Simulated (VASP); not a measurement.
Crystal: BiS.

```xyz
4
Lattice="2.5016 -6.6006 0.0000 2.5016 6.6006 0.0000 0.0000 0.0000 4.9695" Properties=species:S:1:pos:R:3 pbc="T T T"
Bi    2.5016   -4.6732    3.7271
Bi    2.5016    4.6732    1.2424
S     2.5016   -0.6601    3.7271
S     2.5016    0.6601    1.2424
```

| Item | Value |
| --- | --- |
| Program | VASP 6.6.1 |
| Task | relaxation of cell and atoms |
| Functional | PBE |
| Potentials or basis | VASP PAW PBE potentials, release 64 (Bi_d, S) |
| Cutoff | 600 eV |
| k mesh | 4 × 4 × 4 |
| Occupations | gaussian, width 0.1 eV |
| Spin | no spin polarisation |

At the start: pressure -8.9 GPa; volume 41.03 Å³/atom.

Q: How do energy, volume and symmetry change on relaxing?

A: Over 51 steps the energy falls by 1294.8 meV/atom and the volume is 26.40 Å³/atom (-35.6 %); space group Cmcm (No. 63, to 0.05 Å).

Step by step:
```tsv
step	energy change (eV)	largest force (eV/Å)	pressure (GPa)	volume (Å³)
1	0.0000	0.6350	-8.92	164.12
3	-2.7883	0.9075	-0.75	102.73
5	-2.9317	1.1186	0.35	99.55
7	-2.7703	1.5690	15.83	84.09
9	-3.5772	0.5063	1.72	94.26
11	-3.6088	0.4643	0.05	96.75
13	-3.6692	0.4258	-0.37	97.57
15	-3.8142	0.5118	-0.15	101.26
17	-0.4469	10.6924	21.92	115.17
19	-4.2696	1.8005	3.56	107.11
21	-4.2803	1.6662	3.21	106.96
23	-4.3412	1.7454	2.83	108.86
25	-4.4440	1.6181	1.70	112.16
27	-4.6875	0.4454	-2.96	118.94
29	-4.7419	0.3726	-3.09	118.29
31	-5.0005	0.6918	1.52	105.98
33	-5.1379	0.2968	0.30	106.09
35	-5.1552	0.0602	-0.01	106.06
37	-5.1597	0.0649	-0.24	106.02
39	-5.1678	0.0843	0.05	105.38
41	-5.1695	0.0814	-0.08	105.61
43	-5.1715	0.0557	-0.35	106.21
45	-5.1739	0.0235	0.27	105.30
47	-5.1773	0.0069	0.20	105.34
49	-5.1787	0.0347	0.15	105.37
51	-5.1794	0.0392	-0.06	105.62
```

Final structure:
```
CELL_PARAMETERS angstrom
2.11591 -6.57442 0.00000
2.11591 6.57442 0.00000
0.00000 0.00000 3.79620
ATOMIC_POSITIONS crystal
Bi 0.88247 0.11753 0.75000
Bi 0.11753 0.88247 0.25000
S 0.65391 0.34609 0.75000
S 0.34609 0.65391 0.25000
```

Caveat: the volume moved by over 15 % at a fixed basis, so the end points are rough.
